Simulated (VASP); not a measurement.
# SnS2 (Berndtite-2T) (P-3m1) in VASP: a series of runs

The runs below take SnS2 (Berndtite-2T) through single point, with PBE.

Everything below comes from runs of VASP 6.6.1. Logs are shortened: lines on timing, memory, paths and dates and some standing lists are left out, and cuts for length are marked.

## 1. The cell of the first run

It takes space group P-3m1 (No. 164, trigonal). The conventional cell has a = 3.689 Å, b = 3.689 Å, c = 5.710 Å, α = 90.00°, β = 90.00°, γ = 120.00°. Sn (site symmetry -3m) has 6 S at 2.56 Å within 3.4 Å. S (site symmetry 3m) has 3 Sn at 2.56 Å within 3.4 Å.

## 2. Single point, PBE

The input, INCAR:

```
SYSTEM = SnS2
PREC = Accurate
ENCUT = 500
EDIFF = 1E-6
ISMEAR = 0
SIGMA = 0.02
LREAL = .FALSE.
LASPH = .TRUE.
NELM = 120
ALGO = Normal
ISIF = 2
LWAVE = .FALSE.
LCHARG = .FALSE.
GGA = PE
NBANDS = 20
GGA_COMPAT = .FALSE.
```

The input, KPOINTS:

```
regular mesh
0
G
  6 6 3
  0 0 0
```

The input, POSCAR:

```
SnS2
1.0
    3.6888555103      0.0000000000      0.0000000000
   -1.8444277552      3.1946425784      0.0000000000
    0.0000000000      0.0000000000      5.7104578096
Sn S
1 2
Direct
    0.0000000000      0.0000000000      0.0000000000
    0.3333333333      0.6666666667      0.2500000000
    0.6666666667      0.3333333333      0.7500000000
```

Potentials or basis: VASP PAW PBE potentials, release 64 (Sn_d, S).

Launch:

```console
$ cat potpaw_PBE.64/Sn_d/POTCAR potpaw_PBE.64/S/POTCAR > POTCAR
$ mpirun -np 1 vasp_std > vasp.out
```

OUTCAR:

```text
SYSTEM = SnS2
   PREC = Accurate
   ENCUT = 500
   EDIFF = 1E-6
   ISMEAR = 0
   LREAL = .FALSE.
   LASPH = .TRUE.
   NELM = 120
   ISIF = 2
   GGA = PE

 ion  position               nearest neighbor table
   1  0.000  0.000  0.000-   2 2.56   3 2.56   3 2.56   2 2.56   3 2.56   2 2.56
   2  0.333  0.667  0.250-   1 2.56   1 2.56   1 2.56
   3  0.667  0.333  0.750-   1 2.56   1 2.56   1 2.56

  LATTYP: Found a hexagonal cell.
 ALAT       =     3.6888555103
 C/A-ratio  =     1.5480296785

  Lattice vectors:

 A1 = (   3.6888555103,   0.0000000000,   0.0000000000)
 A2 = (  -1.8444277552,   3.1946425784,   0.0000000000)
 A3 = (   0.0000000000,   0.0000000000,   5.7104578096)

Analysis of symmetry for initial positions (statically):
=====================================================================
 Subroutine PRICEL returns:
 Original cell was already a primitive cell.

 Routine SETGRP: Setting up the symmetry group for a
 hexagonal supercell.

 Subroutine GETGRP returns: Found 12 space group operations
 (whereof 12 operations were pure point group operations)
 out of a pool of 24 trial point group operations.

The static configuration has the point symmetry D_3d.

Analysis of symmetry for dynamics (positions and initial velocities):
=====================================================================
 Subroutine PRICEL returns:
 Original cell was already a primitive cell.

 Routine SETGRP: Setting up the symmetry group for a
 hexagonal supercell.

 Subroutine GETGRP returns: Found 12 space group operations
 (whereof 12 operations were pure point group operations)
 out of a pool of 24 trial point group operations.

The dynamic configuration has the point symmetry D_3d.

 Subroutine INISYM returns: Found 12 space group operations
 (whereof 12 operations are pure point group operations),
 and found     1 'primitive' translations

----------------------------------------------------------------------------------------

                                     Primitive cell

  volume of cell :      67.2953

  direct lattice vectors                    reciprocal lattice vectors
     3.688855510  0.000000000  0.000000000     0.271086790  0.156512032  0.000000000
    -1.844427755  3.194642578  0.000000000     0.000000000  0.313024063  0.000000000
     0.000000000  0.000000000  5.710457810     0.000000000  0.000000000  0.175117308

  length of vectors
     3.688855510  3.688855507  5.710457810     0.313024063  0.313024063  0.175117308

  position of ions in fractional coordinates (direct lattice)
     0.000000000  0.000000000  0.000000000
     0.333333333  0.666666667  0.250000000
     0.666666667  0.333333333  0.750000000

  ion indices of the primitive-cell ions
   primitive index   ion index
                 1           1
                 2           2
                 3           3

----------------------------------------------------------------------------------------

 KPOINTS: regular mesh

Automatic generation of k-mesh.
 Grid dimensions read from file:
 generate k-points for:    6    6    3

 Generating k-lattice:

  Cartesian coordinates                     Fractional coordinates (reciprocal lattice)
     0.045181132  0.026085339  0.000000000     0.166666667 -0.000000000  0.000000000
     0.000000000  0.052170677  0.000000000     0.000000000  0.166666667  0.000000000
     0.000000000  0.000000000  0.058372436     0.000000000  0.000000000  0.333333333

  Length of vectors
     0.052170677  0.052170677  0.058372436

  Shift w.r.t. Gamma in fractional coordinates (k-lattice)
     0.000000000  0.000000000  0.000000000

 Subroutine IBZKPT returns following result:
 ===========================================

 Found     17 irreducible k-points:

 Following reciprocal coordinates:
            Coordinates               Weight
  0.000000  0.000000  0.000000      1.000000
  0.166667  0.000000  0.000000      6.000000
  0.333333  0.000000  0.000000      6.000000
  0.500000  0.000000  0.000000      3.000000
  0.166667  0.166667  0.000000      6.000000
  0.333333  0.166667  0.000000     12.000000
[... 9 lines left out ...]
 -0.166667  0.500000  0.333333     12.000000
  0.333333  0.333333  0.333333      4.000000
   k-points           NKPTS =     17   k-points in BZ     NKDIM =     17   number of bands    NBANDS=     20
   number of dos      NEDOS =    301   number of ions     NIONS =      3
   total plane-waves  NPLWV =  32928
   dimension x,y,z NGX =    28 NGY =   28 NGZ =   42
   dimension x,y,z NGXF=    56 NGYF=   56 NGZF=   84
   ions per type =               1   2
   NGX,Y,Z   is equivalent  to a cutoff of  12.62, 12.62, 12.23 a.u.
   NGXF,Y,Z  is equivalent  to a cutoff of  25.24, 25.24, 24.45 a.u.
 SYSTEM =  SnS2
   PREC   = accura    normal or accurate (medium, high low for compatibility)
   ISTART =      0    job   : 0-new  1-cont  2-samecut
   ICHARG =      2    charge: 1-file 2-atom 10-const
   ISPIN  =      1    spin polarized calculation?
   LNONCOLLINEAR =      F non collinear calculations
   LSORBIT =      F    spin-orbit coupling
   LASPH  =      T    aspherical Exc in radial PAW
   ENCUT  =  500.0 eV  36.75 Ry    6.06 a.u.   6.73  6.73 10.41*2*pi/ulx,y,z
   NELM   =    120;   NELMIN=  2; NELMDL= -5     # of ELM steps
   EDIFF  = 0.1E-05   stopping-criterion for ELM
   LREAL  =      F    real-space projection
   EDIFFG = 0.1E-04   stopping-criterion for IOM
   NSW    =      0    number of steps for IOM
   IBRION =     -1    ionic relax: 0-MD 1-quasi-New 2-CG
   NFREE  =      0    steps in history (QN), initial steepest desc. (CG)
   ISIF   =      2    stress and relaxation
   ISYM   =      2    0-nonsym 1-usesym 2-fastsym
   POTIM  = 0.5000    time-step for ionic-motion
   TEBEG  =    0.0;   TEEND  =   0.0 temperature during run
   PSTRESS=    0.0 pullay stress
   NELECT =      26.0000    total number of electrons
   NUPDOWN=      -1.0000    fix difference up-down
   EMIN   =  10.00;   EMAX   =-10.00  energy-range for DOS
   EFERMI =   0.00;   METHOD = LEGACY
   ISMEAR =     0;   SIGMA  =   0.02  broadening in eV -4-tet -1-fermi 0-gaus
   EFERMI_NEDOS =   21; number of points for ismear=-14 and -15
   IALGO  =     38    algorithm
   IMIX   =      4    mixing-type and parameters
     AMIX     =   0.40;   BMIX     =  1.00
     AMIX_MAG =   1.60;   BMIX_MAG =  1.00
  volume/ion in A,a.u.               =      22.43       151.38
  Fermi-wavevector in a.u.,A,eV,Ry     =   1.192352  2.253218 19.343434  1.421702
  Thomas-Fermi vector in A             =   2.328392
   LORBIT       =      0    0 simple, 1 ext, 2 COOP (PROOUT), +10 PAW based schemes
   GGA     = PE    functional components
   LHFCALC =     F    Hartree Fock is set to
   AEXX    =    0.0000 exact exchange contribution
   IVDW    =     0    specifies the selected vdW correction
   LEPSILON=     F    determine dielectric tensor
   LRPA    =     F    only Hartree local field effects (RPA)
 non-spin polarized calculation
 Gauss-broadening in eV      SIGMA  =   0.02
  energy-cutoff  :      500.00
  volume of cell :       67.30
 maximum number of plane-waves:      1725
 NGX is ok and might be reduce to    28
   NGX = 13   NGY = 13   NGZ = 21

 number of electron      26.0000003 magnetization

 Free energy of the ion-electron system (eV)
  ---------------------------------------------------
  ext. energy  EPLUGINS =         0.00000000
  ---------------------------------------------------
  free energy    TOTEN  =       -13.11756501 eV

  energy without entropy =      -13.11756501  energy(sigma->0) =      -13.11756501

 E-fermi :   5.1944     XC(G=0):  -9.6680

 val. band max:        5.0525345790   @ k =   0.0000   0.0000   0.0000
 cond. band min:       6.3055365427   @ k =   0.5000   0.0000   0.3333
 fundamental gap:      1.2530019637
 Fermi energy:         5.1944257700

 k-point     1 :       0.0000    0.0000    0.0000
  band No.  band energies     occupation
      1     -16.1401      2.00000
      2     -16.1401      2.00000
      3     -16.1065      2.00000
      4     -16.0755      2.00000
      5     -16.0755      2.00000
      6      -9.0127      2.00000
[... 12 lines left out ...]
     19      14.2722      0.00000
     20      14.2722      0.00000

 k-point     2 :       0.1667    0.0000    0.0000
  band No.  band energies     occupation
      1     -16.1586      2.00000
      2     -16.1286      2.00000
      3     -16.0961      2.00000
      4     -16.0816      2.00000
      5     -16.0714      2.00000
      6      -8.7116      2.00000
[... 12 lines left out ...]
     19      13.7446      0.00000
     20      14.4748      0.00000

 k-point     3 :       0.3333    0.0000    0.0000
  band No.  band energies     occupation
      1     -16.1995      2.00000
      2     -16.1174      2.00000
      3     -16.1018      2.00000
      4     -16.0633      2.00000
      5     -16.0511      2.00000
      6      -7.8875      2.00000
[... 12 lines left out ...]
     19      13.9503      0.00000
     20      15.4857      0.00000

 k-point     4 :       0.5000    0.0000    0.0000
  band No.  band energies     occupation
      1     -16.2204      2.00000
      2     -16.1164      2.00000
      3     -16.1082      2.00000
      4     -16.0501      2.00000
      5     -16.0361      2.00000
      6      -7.1289      2.00000
[... 12 lines left out ...]
     19      15.2309      0.00000
     20      16.0113      0.00000

 k-point     5 :       0.1667    0.1667    0.0000
  band No.  band energies     occupation
      1     -16.1795      2.00000
      2     -16.1280      2.00000
      3     -16.0886      2.00000
      4     -16.0835      2.00000
      5     -16.0547      2.00000
      6      -8.1421      2.00000
[... 12 lines left out ...]
     19      12.3421      0.00000
     20      15.6997      0.00000
[... 192 lines left out ...]
      6      -8.0093      2.00000
[... 12 lines left out ...]
     19      13.4808      0.00000
     20      14.1849      0.00000

 k-point    15 :       0.3333    0.1667    0.3333
  band No.  band energies     occupation
      1     -16.2001      2.00000
      2     -16.1324      2.00000
      3     -16.0952      2.00000
      4     -16.0614      2.00000
      5     -16.0436      2.00000
      6      -7.1295      2.00000
[... 12 lines left out ...]
     19      14.2776      0.00000
     20      15.5143      0.00000

 k-point    16 :      -0.1667    0.5000    0.3333
  band No.  band energies     occupation
      1     -16.2001      2.00000
      2     -16.1324      2.00000
      3     -16.0952      2.00000
      4     -16.0614      2.00000
      5     -16.0436      2.00000
      6      -7.1293      2.00000
[... 12 lines left out ...]
     19      13.8000      0.00000
     20      15.2233      0.00000

 k-point    17 :       0.3333    0.3333    0.3333
  band No.  band energies     occupation
      1     -16.1688      2.00000
      2     -16.1688      2.00000
      3     -16.0688      2.00000
      4     -16.0688      2.00000
      5     -16.0577      2.00000
      6      -6.5378      2.00000
[... 12 lines left out ...]
     19      14.1624      0.00000
     20      14.1624      0.00000

------------------------ aborting loop because EDIFF is reached ----------------------------------------

  FORCE on cell =-STRESS in cart. coord.  units (eV):
  Direction    XX          YY          ZZ          XY          YZ          ZX
  --------------------------------------------------------------------------------------
  -------------------------------------------------------------------------------------
  Total        1.3229571      1.3229571      2.3619878     -0.0000000     -0.0000000      0.0000000
  in kB       31.4971676     31.4971675     56.2345712     -0.0000000     -0.0000000      0.0000000
  external PRESSURE =      39.7429688 kB  Pullay stress =       0.0000000 kB

 VOLUME and BASIS-vectors are now :
 -----------------------------------------------------------------------------
  energy-cutoff  :      500.00
  volume of cell :       67.30
      direct lattice vectors                 reciprocal lattice vectors
     3.688855510  0.000000000  0.000000000     0.271086790  0.156512032  0.000000000
    -1.844427755  3.194642578  0.000000000     0.000000000  0.313024063  0.000000000
     0.000000000  0.000000000  5.710457810     0.000000000  0.000000000  0.175117308

 POSITION                                       TOTAL-FORCE (eV/Angst)
 -----------------------------------------------------------------------------------
      0.00000      0.00000      0.00000         0.000000      0.000000      0.000000
     -0.00000      2.12976      1.42761        -0.000000      0.000000      0.426078
      1.84443      1.06488      4.28284         0.000000     -0.000000     -0.426078
 -----------------------------------------------------------------------------------
    total drift:                               -0.000000     -0.000000     -0.000000

  FREE ENERGIE OF THE ION-ELECTRON SYSTEM (eV)
  ---------------------------------------------------
  free  energy   TOTEN  =       -13.1175650142 eV

  energy  without entropy=      -13.1175650142  energy(sigma->0) =      -13.11756501
```

It took 16 s on 1 thread of Intel Xeon Platinum 8488C (Sapphire Rapids), shared host; peak memory 0.17 GiB.

What came out:

- Free energy: -13.1176 eV
- Pressure: 4.0 GPa
- Largest force: 0.426 eV/Å
- Band gap on the k mesh: 1.25 eV, indirect (least direct gap 1.56 eV)

Forces on the atoms (eV/Å):
```
Sn   0.000  0.000  0.000
S    0.000  0.000  0.426
S    0.000  0.000 -0.426
```

Levels at points of the mesh, in eV from the valence-band top:
```csv
k point,band 11,band 12,band 13,band 14,band 15,band 16
"(0.00, 0.00, 0.00)",-0.77,-0.77,0.00,1.56,3.20,5.07
"(0.50, 0.00, 0.00)",-2.93,-1.22,-0.54,1.47,4.24,5.79
```

Caveat: spin-orbit coupling is left out, which moves the levels of the heavy elements; this functional lacks dispersion, which binds the layers, so the pressure and a relaxed spacing across them are unreliable.

## 3. Single point, PBE

Edit INCAR of step 2 so:

```diff
@@ -12,4 +12,6 @@
 LWAVE = .FALSE.
-LCHARG = .FALSE.
+LCHARG = .TRUE.
 GGA = PE
+LELF = .TRUE.
+LVHAR = .TRUE.
 NBANDS = 20
```

KPOINTS is that of step 2.

The input, POSCAR:

```
SnS2
1.0
    3.6635885837      0.0000000000      0.0000000000
   -1.8317942919      3.1727607781      0.0000000000
    0.0000000000      0.0000000000      5.7894968544
Sn S
1 2
Direct
    0.0000000000      0.0000000000      0.0000000000
    0.3333333333      0.6666666667      0.2500000000
    0.6666666667      0.3333333333      0.7500000000
```

Potentials or basis: VASP PAW PBE potentials, release 64 (Sn_d, S).

Launch:

```console
$ cat potpaw_PBE.64/Sn_d/POTCAR potpaw_PBE.64/S/POTCAR > POTCAR
$ mpirun -np 1 vasp_std > vasp.out
```

It took 16 s on 1 thread of Intel Xeon Platinum 8488C (Sapphire Rapids), shared host; peak memory 0.17 GiB.

Results (log left out):

```yaml
Free_energy: -13.1279 eV
Pressure: 4.1 GPa
Largest_force: 0.328 eV/Å
Band_gap_on_the_k_mesh: 1.35 eV, indirect (least direct gap 1.79 eV)
```

Forces on the atoms (eV/Å):
```
Sn   0.000  0.000  0.000
S    0.000  0.000  0.328
S    0.000  0.000 -0.328
```

Stress tensor (GPa, compression positive):
```
3.73 0.00 0.00
0.00 3.73 0.00
0.00 0.00 4.83
```

Levels at points of the mesh, in eV from the valence-band top:
```
           k point  band 11  band 12  band 13  band 14  band 15  band 16
(0.00, 0.00, 0.00)    -0.57    -0.57     0.00     1.79     3.43     5.26
(0.50, 0.00, 0.00)    -2.77    -1.13    -0.42     1.60     4.37     5.87
```

Caveat: spin-orbit coupling is left out, which moves the levels of the heavy elements; this functional lacks dispersion, which binds the layers, so the pressure and a relaxed spacing across them are unreliable. A k mesh can miss the band edges.
